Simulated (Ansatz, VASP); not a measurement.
## One calculation of BP, two programs

```xyz
2
Lattice="0.0000 2.2690 2.2690 2.2690 0.0000 2.2690 2.2690 2.2690 0.0000" Properties=species:S:1:pos:R:3 pbc="T T T"
P     3.4035    3.4035    3.4035
B     0.0000    0.0000    0.0000
```

Alike in both runs: functional HF; k mesh 5 × 5 × 5; occupations fermi-dirac, width 0.05 eV; no spin polarisation.

```csv
,VASP,Ansatz
version,VASP 6.6.1,Ansatz 0.2.0
potentials or method,"VASP PAW PBE potentials, release 64 (P, B_h)",Ansatz PAW
plane-wave cutoff (eV),1000,420
valence electrons in the cell,8,8
task,single point,band structure
```

VASP gave:

```
gap on the k mesh at the Fermi level (eV) : 8.06
least direct gap on the mesh (eV)         : 10.95
```

Which values does Ansatz return?

gap on the k mesh at the Fermi level (eV): 7.92; least direct gap on the mesh (eV): 10.79.

VASP's potentials were made for PBE, not for HF.

The k mesh is coarse, so the values compare programs but aren't converged.
